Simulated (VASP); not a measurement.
# InGa2N3 (R-3m) in VASP: notebook

Runs on InGa2N3. Level: PBE. Tasks: single point.

Program: VASP 6.6.1. These are calculated values, not measurements. Logs are shortened: lines on timing, memory, paths and dates and some standing lists are left out, and cuts for length are marked.

**1. The cell of the first run**

The structure is trigonal, space group R-3m (No. 166). The conventional cell has a = 5.887 Å, b = 5.887 Å, c = 9.727 Å, α = 90.00°, β = 90.00°, γ = 120.00°. In (site symmetry -3m) has 6 N at 2.35 Å and 2 Ga at 2.60 Å within 3.1 Å. Ga (site symmetry 3m) has 3 N at 1.96 Å and 1 In at 2.60 Å within 2.6 Å. Within 2.6 Å of N (site symmetry 2/m) lie 2 Ga at 1.96 Å and 2 In at 2.35 Å.

**2. Single point, PBE**

Contents of INCAR:

```
PREC = Accurate
ENCUT = 520
EDIFF = 1E-7
ISMEAR = 0
SIGMA = 0.1
LREAL = False
LASPH = True
NELM = 100
ALGO = Normal
ISIF = 2
LWAVE = False
LCHARG = False
GGA = PE
NBANDS = 36
```

Contents of KPOINTS:

```
regular mesh
0
Gamma
  12 12 12
```

Contents of POSCAR:

```
InGa2N3
1.0
    2.9434650631      1.6994103465      3.2422180471
   -2.9434650631      1.6994103465      3.2422180471
    0.0000000000     -3.3988206930      3.2422180471
In Ga N
1 2 3
Direct
    0.0000000000      0.0000000000      0.0000000000
    0.2669664900      0.2669664900      0.2669664900
    0.7330335100      0.7330335100      0.7330335100
    0.0000000000      0.0000000000      0.5000000000
    0.5000000000      0.0000000000      0.0000000000
    0.0000000000      0.5000000000      0.0000000000
```

Potentials or basis: VASP PAW PBE potentials, release 64 (In_d, Ga_d, N).

Run with:

```bash
cat potpaw_PBE.64/In_d/POTCAR potpaw_PBE.64/Ga_d/POTCAR potpaw_PBE.64/N/POTCAR > POTCAR
mpirun -np 1 vasp_std > vasp.out
```

OUTCAR:

```text
PREC = Accurate
   ENCUT = 520
   EDIFF = 1E-7
   ISMEAR = 0
   LREAL = False
   LASPH = True
   NELM = 100
   ISIF = 2
   GGA = PE

 ion  position               nearest neighbor table
   1  0.000  0.000  0.000-   4 2.35   4 2.35   6 2.35   5 2.35   6 2.35   5 2.35   2 2.60   3 2.60
                             2 3.46   3 3.46   2 3.46   3 3.46   2 3.46   3 3.46
   2  0.267  0.267  0.267-   4 1.96   5 1.96   6 1.96   1 2.60   1 3.46   1 3.46   1 3.46
   3  0.733  0.733  0.733-   4 1.96   5 1.96   6 1.96   1 2.60   1 3.46   1 3.46   1 3.46
   4  0.000  0.000  0.500-   2 1.96   3 1.96   1 2.35   1 2.35
   5  0.500  0.000  0.000-   2 1.96   3 1.96   1 2.35   1 2.35
   6  0.000  0.500  0.000-   2 1.96   3 1.96   1 2.35   1 2.35

  LATTYP: Found a trigonal (rhomboedric) cell.
 ALAT       =     4.6972289670
 COS(alpha) =     0.2146480876

  Lattice vectors:

 A1 = (   2.9434650631,   1.6994103465,   3.2422180471)
 A2 = (  -2.9434650631,   1.6994103465,   3.2422180471)
 A3 = (   0.0000000000,  -3.3988206930,   3.2422180471)

Analysis of symmetry for initial positions (statically):
=====================================================================
 Subroutine PRICEL returns:
 Original cell was already a primitive cell.

 Routine SETGRP: Setting up the symmetry group for a
 trigonal (rhombohedral) supercell.

 Subroutine GETGRP returns: Found 12 space group operations
 (whereof 12 operations were pure point group operations)
 out of a pool of 12 trial point group operations.

The static configuration has the point symmetry D_3d.

Analysis of symmetry for dynamics (positions and initial velocities):
=====================================================================
 Subroutine PRICEL returns:
 Original cell was already a primitive cell.

 Routine SETGRP: Setting up the symmetry group for a
 trigonal (rhombohedral) supercell.

 Subroutine GETGRP returns: Found 12 space group operations
 (whereof 12 operations were pure point group operations)
 out of a pool of 12 trial point group operations.

The dynamic configuration has the point symmetry D_3d.

 Subroutine INISYM returns: Found 12 space group operations
 (whereof 12 operations are pure point group operations),
 and found     1 'primitive' translations

----------------------------------------------------------------------------------------

[... 96 lines left out ...]
   LSORBIT =      F    spin-orbit coupling
   LASPH  =      T    aspherical Exc in radial PAW
   ENCUT  =  520.0 eV  38.22 Ry    6.18 a.u.   8.73  8.73  8.73*2*pi/ulx,y,z
   NELM   =    100;   NELMIN=  2; NELMDL= -5     # of ELM steps
   EDIFF  = 0.1E-06   stopping-criterion for ELM
   LREAL  =      F    real-space projection
   EDIFFG = 0.1E-05   stopping-criterion for IOM
   NSW    =      0    number of steps for IOM
   IBRION =     -1    ionic relax: 0-MD 1-quasi-New 2-CG
   NFREE  =      0    steps in history (QN), initial steepest desc. (CG)
   ISIF   =      2    stress and relaxation
   ISYM   =      2    0-nonsym 1-usesym 2-fastsym
   POTIM  = 0.5000    time-step for ionic-motion
   TEBEG  =    0.0;   TEEND  =   0.0 temperature during run
   PSTRESS=    0.0 pullay stress
   NELECT =      54.0000    total number of electrons
   NUPDOWN=      -1.0000    fix difference up-down
   EMIN   =  10.00;   EMAX   =-10.00  energy-range for DOS
   EFERMI =   0.00;   METHOD = LEGACY
   ISMEAR =     0;   SIGMA  =   0.10  broadening in eV -4-tet -1-fermi 0-gaus
   EFERMI_NEDOS =   21; number of points for ismear=-14 and -15
   IALGO  =     38    algorithm
   IMIX   =      4    mixing-type and parameters
     AMIX     =   0.40;   BMIX     =  1.00
     AMIX_MAG =   1.60;   BMIX_MAG =  1.00
  volume/ion in A,a.u.               =      16.22       109.44
  Fermi-wavevector in a.u.,A,eV,Ry     =   1.345311  2.542268 24.624647  1.809860
  Thomas-Fermi vector in A             =   2.473234
   LORBIT       =      0    0 simple, 1 ext, 2 COOP (PROOUT), +10 PAW based schemes
   GGA     = PE    functional components
   LHFCALC =     F    Hartree Fock is set to
   AEXX    =    0.0000 exact exchange contribution
   IVDW    =     0    specifies the selected vdW correction
   LEPSILON=     F    determine dielectric tensor
   LRPA    =     F    only Hartree local field effects (RPA)
 non-spin polarized calculation
 Gauss-broadening in eV      SIGMA  =   0.10
  energy-cutoff  :      520.00
  volume of cell :       97.31
 maximum number of plane-waves:      2640
   NGX = 17   NGY = 17   NGZ = 17

 number of electron      54.0000022 magnetization

 Free energy of the ion-electron system (eV)
  ---------------------------------------------------
  ext. energy  EPLUGINS =         0.00000000
  ---------------------------------------------------
  free energy    TOTEN  =       -27.74711541 eV

  energy without entropy =      -27.72477040  energy(sigma->0) =      -27.73594291

 E-fermi :   3.9998     XC(G=0): -10.0205

 val. band max:        3.9976034719   @ k =   0.2500   0.1667   0.0000
 cond. band min:       4.0000959610   @ k =  -0.3333   0.0833  -0.0000
 fundamental gap:      0.0024924891
 Fermi energy:         3.9997585908

 k-point     1 :       0.0000    0.0000    0.0000
  band No.  band energies     occupation
      1     -11.5814      2.00000
      2     -11.5814      2.00000
      3     -11.5686      2.00000
      4     -10.6949      2.00000
      5     -10.5782      2.00000
      6     -10.5782      2.00000
[... 925 lines left out ...]
     35      12.2029      0.00000
     36      12.4885      0.00000

 [... further k-points ...]
[... 5 lines left out ...]
  --------------------------------------------------------------------------------------
  -------------------------------------------------------------------------------------
  Total        0.1052092      0.1052092      0.0613824      0.0000000      0.0000000      0.0000000
  in kB        1.7322622      1.7322622      1.0106565      0.0000000      0.0000000      0.0000000
  external PRESSURE =       1.4917270 kB  Pullay stress =       0.0000000 kB

 VOLUME and BASIS-vectors are now :
 -----------------------------------------------------------------------------
  energy-cutoff  :      520.00
  volume of cell :       97.31
      direct lattice vectors                 reciprocal lattice vectors
     2.943465063  1.699410346  3.242218047     0.169867822  0.098073233  0.102810276
    -2.943465063  1.699410346  3.242218047    -0.169867822  0.098073233  0.102810276
     0.000000000 -3.398820693  3.242218047     0.000000000 -0.196146466  0.102810276

 POSITION                                       TOTAL-FORCE (eV/Angst)
 -----------------------------------------------------------------------------------
      0.00000      0.00000      0.00000         0.000000     -0.000000      0.000000
      0.00000      0.00000      2.59669        -0.000000      0.000000      0.027153
      0.00000      0.00000      7.12996        -0.000000      0.000000     -0.027153
      0.00000     -1.69941      1.62111        -0.000000     -0.000000      0.000000
      1.47173      0.84971      1.62111        -0.000000     -0.000000      0.000000
     -1.47173      0.84971      1.62111         0.000000     -0.000000      0.000000
 -----------------------------------------------------------------------------------
    total drift:                                0.000000     -0.000000      0.000000

  FREE ENERGIE OF THE ION-ELECTRON SYSTEM (eV)
  ---------------------------------------------------
  free  energy   TOTEN  =       -27.7471154110 eV

  energy  without entropy=      -27.7247703996  energy(sigma->0) =      -27.73594291
```

Run time: 4.4 min. Hardware: 1 thread of Intel Xeon 6975P-C (Granite Rapids), shared host; peak memory 0.64 GiB.

Results:

```
Free energy            : -27.7471 eV
Pressure               : 0.1 GPa
Largest force          : 0.027 eV/Å
Band gap on the k mesh : zero (band 27 reaches 4.13 eV, above the bottom of band 28 at 3.83 eV)
```

Forces on the atoms (eV/Å):
```
In   0.000  0.000  0.000
Ga   0.000  0.000  0.027
Ga   0.000  0.000 -0.027
N    0.000  0.000  0.000
N    0.000  0.000  0.000
N    0.000  0.000  0.000
```

Caveat: spin-orbit coupling is left out, which moves the levels of the heavy elements.

**3. Single point, PBE, collinear spin, ferromagnetic start**

This run uses another cell than the first one, of 17.94 Å³/atom, 1.106 times its volume.

Contents of INCAR:

```
PREC = Accurate ; ENCUT = 520
EDIFF = 1E-6 ; ISMEAR = 0
SIGMA = 0.1 ; LREAL = F
LASPH = T ; NELM = 150
ALGO = Normal ; ISIF = 2
LWAVE = F ; LCHARG = F
ISPIN = 2 ; MAGMOM = 0 0 0 1 1 1
LORBIT = 11 ; GGA = PE
NBANDS = 40
```

Contents of KPOINTS:

```
regular mesh
0
Gamma
  6 6 6
```

Contents of POSCAR:

```
InGa2N3
1.0
    2.6410275900      1.5247979900      4.4554815800
   -2.6410275900      1.5247979900      4.4554815800
    0.0000000000     -3.0495959800      4.4554815800
In Ga N
1 2 3
Direct
    0.0000000000      0.0000000000      0.0000000000
    0.3415513300      0.3415513300      0.3415513300
    0.6584486700      0.6584486700      0.6584486700
    0.0000000000      0.0000000000      0.5000000000
    0.5000000000      0.0000000000      0.0000000000
    0.0000000000      0.5000000000      0.0000000000
```

Potentials or basis: VASP PAW PBE potentials, release 64 (In_d, Ga_d, N).

Run with:

```bash
cat potpaw_PBE.64/In_d/POTCAR potpaw_PBE.64/Ga_d/POTCAR potpaw_PBE.64/N/POTCAR > POTCAR
mpirun -np 1 vasp_std > vasp.out
```

OUTCAR:

```text
PREC = Accurate
   ENCUT = 520
   EDIFF = 1E-6
   ISMEAR = 0
   LREAL = F
   LASPH = T
   NELM = 150
   ISIF = 2
   ISPIN = 2
   LORBIT = 11
   GGA = PE

 ion  position               nearest neighbor table
   1  0.000  0.000  0.000-   4 2.70   4 2.70   6 2.70   5 2.70   6 2.70   5 2.70   2 3.05   3 3.05
                             2 3.05   3 3.05   2 3.05   3 3.05
   2  0.342  0.342  0.342-   1 3.05   1 3.05   1 3.05
   3  0.658  0.658  0.658-   1 3.05   1 3.05   1 3.05
   4  0.000  0.000  0.500-   1 2.70   1 2.70
   5  0.500  0.000  0.000-   1 2.70   1 2.70
   6  0.000  0.500  0.000-   1 2.70   1 2.70

  LATTYP: Found a trigonal (rhomboedric) cell.
 ALAT       =     5.3991991768
 COS(alpha) =     0.5214611802

  Lattice vectors:

 A1 = (   2.6410275900,   1.5247979900,   4.4554815800)
 A2 = (  -2.6410275900,   1.5247979900,   4.4554815800)
 A3 = (   0.0000000000,  -3.0495959800,   4.4554815800)

Analysis of symmetry for initial positions (statically):
=====================================================================
 Subroutine PRICEL returns:
 Original cell was already a primitive cell.

 Routine SETGRP: Setting up the symmetry group for a
 trigonal (rhombohedral) supercell.

 Subroutine GETGRP returns: Found 12 space group operations
 (whereof 12 operations were pure point group operations)
 out of a pool of 12 trial point group operations.

The static configuration has the point symmetry D_3d.

Analysis of symmetry for dynamics (positions and initial velocities):
=====================================================================
 Subroutine PRICEL returns:
 Original cell was already a primitive cell.

 Routine SETGRP: Setting up the symmetry group for a
 trigonal (rhombohedral) supercell.

 Subroutine GETGRP returns: Found 12 space group operations
 (whereof 12 operations were pure point group operations)
[... 177 lines left out ...]
 Fermi energy:         3.3772398308

 spin component 1

 k-point     1 :       0.0000    0.0000    0.0000
  band No.  band energies     occupation
      1     -11.3974      1.00000
      2     -11.3584      1.00000
      3     -11.3584      1.00000
      4     -11.3122      1.00000
      5     -11.3122      1.00000
      6     -11.2974      1.00000
[... 997 lines left out ...]
     38      10.8766      0.00000
     39      11.9941      0.00000

 [... further k-points ...]

 spin component 2

 k-point     1 :       0.0000    0.0000    0.0000
  band No.  band energies     occupation
      1     -11.3874      1.00000
      2     -11.3580      1.00000
      3     -11.3580      1.00000
      4     -11.3118      1.00000
      5     -11.3118      1.00000
      6     -11.2930      1.00000
[... 997 lines left out ...]
     38      10.8836      0.00000
     39      11.9980      0.00000

 [... further k-points ...]

 [bands above 39 left out]

------------------------ aborting loop because EDIFF is reached ----------------------------------------

  FORCE on cell =-STRESS in cart. coord.  units (eV):
  Direction    XX          YY          ZZ          XY          YZ          ZX
  --------------------------------------------------------------------------------------
  -------------------------------------------------------------------------------------
  Total       -4.6853945     -4.6853945    -16.4515065      0.0000000      0.0000000      0.0000000
  in kB      -69.7309521    -69.7309521   -244.8415412      0.0000000      0.0000000      0.0000000
  external PRESSURE =    -128.1011485 kB  Pullay stress =       0.0000000 kB

 VOLUME and BASIS-vectors are now :
 -----------------------------------------------------------------------------
  energy-cutoff  :      520.00
  volume of cell :      107.65
      direct lattice vectors                 reciprocal lattice vectors
     2.641027590  1.524797990  4.455481580     0.189320249  0.109304097  0.074814210
    -2.641027590  1.524797990  4.455481580    -0.189320249  0.109304097  0.074814210
     0.000000000 -3.049595980  4.455481580     0.000000000 -0.218608193  0.074814210

 POSITION                                       TOTAL-FORCE (eV/Angst)
 -----------------------------------------------------------------------------------
      0.00000      0.00000      0.00000         0.000000     -0.000000     -0.000000
      0.00000      0.00000      4.56533         0.000000      0.000000     -0.820306
      0.00000      0.00000      8.80112         0.000000      0.000000      0.820306
      0.00000     -1.52480      2.22774        -0.000000     -0.000000     -0.000000
      1.32051      0.76240      2.22774         0.000000      0.000000     -0.000000
     -1.32051      0.76240      2.22774        -0.000000     -0.000000     -0.000000
 -----------------------------------------------------------------------------------
    total drift:                               -0.000000      0.000000     -0.000000

  FREE ENERGIE OF THE ION-ELECTRON SYSTEM (eV)
  ---------------------------------------------------
  free  energy   TOTEN  =       -21.3720273298 eV

  energy  without entropy=      -21.3509378553  energy(sigma->0) =      -21.36148259

 total charge

# of ion       s       p       d       tot
------------------------------------------
    1        0.825   0.450   9.893  11.168
    2        1.125   0.310   9.946  11.382
    3        1.125   0.310   9.946  11.382
    4        1.365   1.944   0.000   3.309
    5        1.365   1.944   0.000   3.309
    6        1.365   1.944   0.000   3.309
--------------------------------------------------
tot          7.171   6.901  29.786  43.858

 magnetization (x)

# of ion       s       p       d       tot
------------------------------------------
    1        0.003  -0.003  -0.000  -0.001
    2        0.004  -0.004   0.000   0.000
    3        0.004  -0.004   0.000   0.000
    4        0.005   0.127   0.000   0.132
    5        0.005   0.127   0.000   0.132
    6        0.005   0.127   0.000   0.132
--------------------------------------------------
tot          0.025   0.370  -0.000   0.395
```

stdout:

```text
POSCAR found type information on POSCAR InGaN
 POSCAR found :  3 types and       6 ions
 scaLAPACK will be used
 LDA part: xc-table for (Slater+PW92), standard interpolation
 POSCAR, INCAR and KPOINTS ok, starting setup
 FFT: planning ... GRIDC
 FFT: planning ... GRID_SOFT
 FFT: planning ... GRID
 WAVECAR not read
 entering main loop
```

Wall time 2.7 min (1 thread of Intel Xeon 6975P-C (Granite Rapids), shared host); peak memory 0.42 GiB.

Results:

```
Free energy                                           : -21.3720 eV
Pressure                                              : -12.8 GPa
Largest force                                         : 0.820 eV/Å
Net moment                                            : 0.54 μB per cell
Site moments                                          : In -0.00; Ga +0.00; N +0.13 μB
Valence electrons inside the program's atomic spheres : In 11.17; Ga 11.38; N 3.31
```

Forces on the atoms (eV/Å):
```
In   0.000  0.000  0.000
Ga   0.000  0.000 -0.820
Ga   0.000  0.000  0.820
N    0.000  0.000  0.000
N    0.000  0.000  0.000
N    0.000  0.000  0.000
```

Caveat: spin-orbit coupling is left out, which moves the levels of the heavy elements.
